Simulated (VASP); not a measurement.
Write the native input for VASP 6.6.1 that does the following.

```yaml
Task: single point
Functional: PBE-based global hybrid with 40 % exact exchange
Potentials_or_basis: VASP PAW PBE potentials, release 64 (K_sv, Br)
Cutoff: 520 eV
k_mesh: 4 × 4 × 4
Occupations: gaussian, width 0.01 eV
Spin: no spin polarisation
Dipole_correction: no
Grid_for_exact_exchange_PRECFOCK: Normal
Share_of_exact_exchange: 0.4
Further_INCAR_settings: ALGO = Normal; EDIFF = 1e-07; NBANDS = 15
```

Crystal: KBr.

```xyz
2
Lattice="0.0000 3.6883 3.6883 3.6883 0.0000 3.6883 3.6883 3.6883 0.0000" Properties=species:S:1:pos:R:3 pbc="T T T"
K     0.0000    0.0000    0.0000
Br    1.8441    1.8441    1.8441
```

These files were run (other wordings do the same):

POSCAR

```
KBr
1.0
    0.0000000000      3.6882992926      3.6882992926
    3.6882992926      0.0000000000      3.6882992926
    3.6882992926      3.6882992926      0.0000000000
K Br
1 1
Direct
    0.0000000000      0.0000000000      0.0000000000
    0.2500000000      0.2500000000      0.2500000000
```

INCAR.step1

```
SYSTEM = KBr
PREC = Accurate
ENCUT = 520
EDIFF = 1E-5
ISMEAR = 0
SIGMA = 0.01
LREAL = .FALSE.
LASPH = .TRUE.
NELM = 60
ALGO = Normal
ISIF = 2
LWAVE = .TRUE.
NBANDS = 15
GGA = PE
```

INCAR.step2

```
SYSTEM = KBr
PREC = Accurate
ENCUT = 520
EDIFF = 1E-7
ISMEAR = 0
SIGMA = 0.01
LREAL = .FALSE.
LASPH = .TRUE.
NELM = 60
ALGO = Normal
ISIF = 2
LWAVE = .FALSE.
LCHARG = .TRUE.
GGA = PE
LHFCALC = .TRUE.
AEXX = 0.4
PRECFOCK = Normal
LELF = .TRUE.
LVHAR = .TRUE.
NBANDS = 15
ISTART = 1
```

KPOINTS

```
regular mesh
0
G
  4 4 4
  0 0 0
```

Potentials or basis: VASP PAW PBE potentials, release 64 (K_sv, Br).

Launch:

```console
$ cat potpaw_PBE.64/K_sv/POTCAR potpaw_PBE.64/Br/POTCAR > POTCAR
$ cp INCAR.step1 INCAR
$ mpirun -np 1 vasp_std > vasp.out
$ cp INCAR.step2 INCAR
$ mpirun -np 1 vasp_std > vasp.out
```

It gave:

```json
{
 "Pressure": "0.0 GPa",
 "Band gap on the k mesh": "7.27 eV (least direct gap 7.28 eV)"
}
```

Caveat: the PAW data sets were made with another functional, which shifts forces and pressure a little.

It took 15 min on 1 thread of Intel(R) Xeon(R) Platinum 8488C (Sapphire Rapids), with other jobs on the host, peak memory 0.25 GiB.
